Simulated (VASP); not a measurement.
# Tl8HCl8 (a cell with a defect) in VASP: single point with PBE

Aim: the single point of Tl8HCl8 (a cell with a defect) with PBE.

Everything below comes from runs of VASP 6.6.1. Logs are shortened: lines on timing, memory, paths and dates and some standing lists are left out, and cuts for length are marked.

## Step 1: The cell of the first run

The cell holds a defect, 17 atoms: a = 7.795 Å, b = 7.795 Å, c = 7.795 Å, α = 90.00°, β = 90.00°, γ = 90.00°.

## Step 2: Single point, PBE

File INCAR:

```
SYSTEM = Tl8HCl8
  PREC = Accurate
  ENCUT = 520
  EDIFF = 1E-6
  ISMEAR = 0
  SIGMA = 0.02
  LREAL = Auto
  LASPH = .TRUE.
  NELM = 80
  ALGO = Normal
  ISIF = 2
  LWAVE = .FALSE.
  LCHARG = .FALSE.
  GGA = PE
  NBANDS = 94
  NELECT = 162.0
```

File KPOINTS:

```
Automatic mesh
0
Gamma
  2 2 2
  0.5 0.5 0.5
```

File POSCAR:

```
Tl8HCl8
1.0
    0.0000000000      0.0000000000      7.7949666903
   -7.7949666903      0.0000000000      0.0000000000
    0.0000000000     -7.7949666903      0.0000000000
Tl Cl H
8 8 1
Direct
   -0.0002354083      0.3915785816      0.0000146248
    0.4995505632      0.5378686230     -0.0000351509
    0.0006076998      0.4947937757      0.5000112451
    0.5008570473      0.5145044436      0.4999818671
   -0.2773328079      1.0000467365     -0.0000029506
    0.2756716078      0.9999532146      0.0000029506
    0.0002354083      0.9856605301      0.4999691666
    0.5003623691      1.0060992319      0.5000221495
    0.2624011213      0.2673563702      0.2762836694
    0.7384962924      0.2672583582      0.2764353057
    0.2624456372      0.2674215404      0.7237883399
    0.7385209237      0.2672434768      0.7235530598
    0.2427814095      0.7323876069      0.2705574102
    0.7585405089      0.7327243626      0.2703947411
    0.2427957777      0.7324432838      0.7293940085
    0.7585369168      0.7326999879      0.7296253116
   -0.0010216849      0.0636931522      1.0000095330
```

Potentials or basis: VASP PAW PBE potentials, release 64 (Tl_d, Cl, H).

Launch:

```
$ cat potpaw_PBE.64/Tl_d/POTCAR potpaw_PBE.64/Cl/POTCAR potpaw_PBE.64/H/POTCAR > POTCAR
$ mpirun -np 1 vasp_std > vasp.out
```

OUTCAR:

```text
SYSTEM = Tl8HCl8
   PREC = Accurate
   ENCUT = 520
   EDIFF = 1E-6
   ISMEAR = 0
   LREAL = Auto
   LASPH = .TRUE.
   NELM = 80
   ISIF = 2
   GGA = PE
   NELECT = 162.0

 ion  position               nearest neighbor table
   1  1.000  0.392  0.000-  10 3.12  12 3.12  11 3.12   9 3.13   6 3.73   5 3.74   3 3.98   3 3.98
                             2 4.06   2 4.06
   2  0.500  0.538  1.000-  13 3.28  15 3.28  16 3.29  14 3.29   4 3.90   4 3.90   5 4.00   6 4.00
                             1 4.06   1 4.06
   3  0.001  0.495  0.500-  13 3.19  15 3.19  16 3.19  14 3.19   9 3.22  11 3.22  12 3.22  10 3.22
                             7 3.83   4 3.90   4 3.90   7 3.97   1 3.98   1 3.98
   4  0.501  0.515  0.500-  13 3.18  15 3.18  14 3.18  16 3.18  10 3.19  12 3.19  11 3.19   9 3.19
                             8 3.83   3 3.90   2 3.90   2 3.90   3 3.90   8 3.96
   5  0.723  0.000  1.000-  17 2.21  16 2.98  14 2.98  12 3.00  10 3.00   6 3.48   1 3.74   2 4.00

   6  0.276  1.000  0.000-  17 2.21  15 2.98  13 2.98  11 3.00   9 3.00   5 3.48   1 3.73   2 4.00

   7  0.000  0.986  0.500-  14 3.26  16 3.26  15 3.27  13 3.27   3 3.83   8 3.90   8 3.90   3 3.97

   8  0.500  0.006  0.500-  12 3.26  10 3.26   9 3.26  11 3.26   4 3.83   7 3.90   7 3.90   4 3.96

   9  0.262  0.267  0.276-   6 3.00   1 3.13   4 3.19   3 3.22   8 3.26
  10  0.738  0.267  0.276-   5 3.00   1 3.12   4 3.19   3 3.22   8 3.26
  11  0.262  0.267  0.724-   6 3.00   1 3.12   4 3.19   3 3.22   8 3.26
  12  0.739  0.267  0.724-   5 3.00   1 3.12   4 3.19   3 3.22   8 3.26
  13  0.243  0.732  0.271-   6 2.98   4 3.18   3 3.19   7 3.27   2 3.28
  14  0.759  0.733  0.270-   5 2.98   4 3.18   3 3.19   7 3.26   2 3.29
  15  0.243  0.732  0.729-   6 2.98   4 3.18   3 3.19   7 3.27   2 3.28
  16  0.759  0.733  0.730-   5 2.98   4 3.18   3 3.19   7 3.26   2 3.29
  17  0.999  0.064  0.000-   5 2.21   6 2.21

  LATTYP: Found a simple cubic cell.
 ALAT       =     7.7949666903

  Lattice vectors:

 A1 = (   0.0000000000,   0.0000000000,   7.7949666903)
 A2 = (  -7.7949666903,   0.0000000000,   0.0000000000)
 A3 = (   0.0000000000,  -7.7949666903,   0.0000000000)

Analysis of symmetry for initial positions (statically):
=====================================================================
 Subroutine PRICEL returns:
 Original cell was already a primitive cell.

 Routine SETGRP: Setting up the symmetry group for a
 simple cubic supercell.

 Subroutine GETGRP returns: Found  1 space group operations
 (whereof  1 operations were pure point group operations)
 out of a pool of 48 trial point group operations.

The static configuration has the point symmetry C_1 .

Analysis of symmetry for dynamics (positions and initial velocities):
[... 130 lines left out ...]
   PSTRESS=    0.0 pullay stress
   NELECT =     162.0000    total number of electrons
   NUPDOWN=      -1.0000    fix difference up-down
   EMIN   =  10.00;   EMAX   =-10.00  energy-range for DOS
   EFERMI =   0.00;   METHOD = LEGACY
   ISMEAR =     0;   SIGMA  =   0.02  broadening in eV -4-tet -1-fermi 0-gaus
   EFERMI_NEDOS =   21; number of points for ismear=-14 and -15
   IALGO  =     38    algorithm
   IMIX   =      4    mixing-type and parameters
     AMIX     =   0.40;   BMIX     =  1.00
     AMIX_MAG =   1.60;   BMIX_MAG =  1.00
  volume/ion in A,a.u.               =      27.86       188.01
  Fermi-wavevector in a.u.,A,eV,Ry     =   1.144895  2.163537 17.834300  1.310784
  Thomas-Fermi vector in A             =   2.281585
   LORBIT       =      0    0 simple, 1 ext, 2 COOP (PROOUT), +10 PAW based schemes
   GGA     = PE    functional components
   LHFCALC =     F    Hartree Fock is set to
   AEXX    =    0.0000 exact exchange contribution
   IVDW    =     0    specifies the selected vdW correction
   LEPSILON=     F    determine dielectric tensor
   LRPA    =     F    only Hartree local field effects (RPA)
 non-spin polarized calculation
 Gauss-broadening in eV      SIGMA  =   0.02
  energy-cutoff  :      520.00
  volume of cell :      473.63
 maximum number of plane-waves:     12728
 NGX is ok and might be reduce to    60
   NGX = 29   NGY = 29   NGZ = 29

 number of electron     161.9999970 magnetization

 Free energy of the ion-electron system (eV)
  ---------------------------------------------------
  ext. energy  EPLUGINS =         0.00000000
  ---------------------------------------------------
  free energy    TOTEN  =       -46.26698934 eV

  energy without entropy =      -46.26698934  energy(sigma->0) =      -46.26698934

 E-fermi :   3.0899     XC(G=0):  -8.9302

 val. band max:        2.9854213484   @ k =  -0.2500   0.2500   0.2500
 cond. band min:       5.4833264048   @ k =  -0.2500  -0.2500   0.2500
 fundamental gap:      2.4979050564
 Fermi energy:         3.0898796861

 k-point     1 :       0.2500    0.2500    0.2500
  band No.  band energies     occupation
      1     -11.5103      2.00000
      2     -11.3785      2.00000
      3     -11.3238      2.00000
      4     -11.2985      2.00000
      5     -11.2386      2.00000
      6     -11.2087      2.00000
[... 373 lines left out ...]
     92       7.2277      0.00000
     93       7.6330      0.00000
 [bands above 93 left out]

------------------------ aborting loop because EDIFF is reached ----------------------------------------

  FORCE on cell =-STRESS in cart. coord.  units (eV):
  Direction    XX          YY          ZZ          XY          YZ          ZX
  --------------------------------------------------------------------------------------
  -------------------------------------------------------------------------------------
  Total       15.1665013     16.4255397     12.2767315     -0.0002177      0.0012282      0.0165130
  in kB       51.3042328     55.5632243     41.5289115     -0.0007366      0.0041545      0.0558590
  external PRESSURE =      49.4654562 kB  Pullay stress =       0.0000000 kB

 VOLUME and BASIS-vectors are now :
 -----------------------------------------------------------------------------
  energy-cutoff  :      520.00
  volume of cell :      473.63
      direct lattice vectors                 reciprocal lattice vectors
     0.000000000  0.000000000  7.794966690     0.000000000  0.000000000  0.128287912
    -7.794966690  0.000000000  0.000000000    -0.128287912  0.000000000  0.000000000
     0.000000000 -7.794966690  0.000000000     0.000000000 -0.128287912  0.000000000

 POSITION                                       TOTAL-FORCE (eV/Angst)
 -----------------------------------------------------------------------------------
     -3.05234     -0.00011      7.79313        -0.005384     -0.000101     -0.000249
     -4.19267     -7.79469      3.89398         0.003015     -0.000069      0.000267
     -3.85690     -3.89757      0.00474        -0.002004     -0.000040      0.000932
     -4.01054     -3.89734      3.90416        -0.000863      0.000087     -0.000094
     -0.00036     -7.79494      5.63317         0.001998     -0.000088      0.002416
     -7.79460     -0.00002      2.14885         0.002039     -0.000107      0.000413
[... 9 lines left out ...]
     -5.71137     -5.68741      5.91277        -0.006573      0.001533     -0.004569
     -0.49649     -0.00007      7.78700         0.002325      0.000006     -0.000347
 -----------------------------------------------------------------------------------
    total drift:                               -0.000830      0.000281      0.002197

  FREE ENERGIE OF THE ION-ELECTRON SYSTEM (eV)
  ---------------------------------------------------
  free  energy   TOTEN  =       -46.2669893379 eV

  energy  without entropy=      -46.2669893379  energy(sigma->0) =      -46.26698934
```

stdout:

```text
POSCAR found type information on POSCAR TlClH
 POSCAR found :  3 types and      17 ions
 scaLAPACK will be used
 LDA part: xc-table for (Slater+PW92), standard interpolation
 POSCAR, INCAR and KPOINTS ok, starting setup
 FFT: planning ... GRIDC
 FFT: planning ... GRID_SOFT
 FFT: planning ... GRID
 WAVECAR not read
 entering main loop
 the old and the new charge density differ
 old charge density:   161.00000 new  162.00000
    0.113E+01
```

It took 5 min on 1 thread of Intel Xeon Platinum 8488C (Sapphire Rapids), shared host; peak memory 0.52 GiB.

What came out:

* Free energy: -46.2670 eV
* Largest force: 0.010 eV/Å

Forces on the atoms (eV/Å):
```
Tl  -0.005  0.000  0.000
Tl   0.003  0.000  0.000
Tl  -0.002  0.000  0.001
Tl  -0.001  0.000  0.000
Tl   0.002  0.000  0.002
Tl   0.002  0.000  0.000
Tl   0.002  0.000  0.000
Tl   0.002  0.000 -0.002
Cl   0.005 -0.002  0.007
Cl   0.006 -0.003 -0.007
Cl   0.005  0.003  0.007
Cl   0.006  0.003 -0.007
Cl  -0.007 -0.001  0.004
Cl  -0.007 -0.002 -0.005
Cl  -0.007  0.001  0.004
Cl  -0.007  0.002 -0.005
H    0.002  0.000  0.000
```

Caveat: the cell carries a net charge on a neutralising background, which shifts energy and pressure; the cell is charged against a uniform background, so pressure and absolute levels hang on convention; spin-orbit coupling is left out, which moves the levels of the heavy elements.
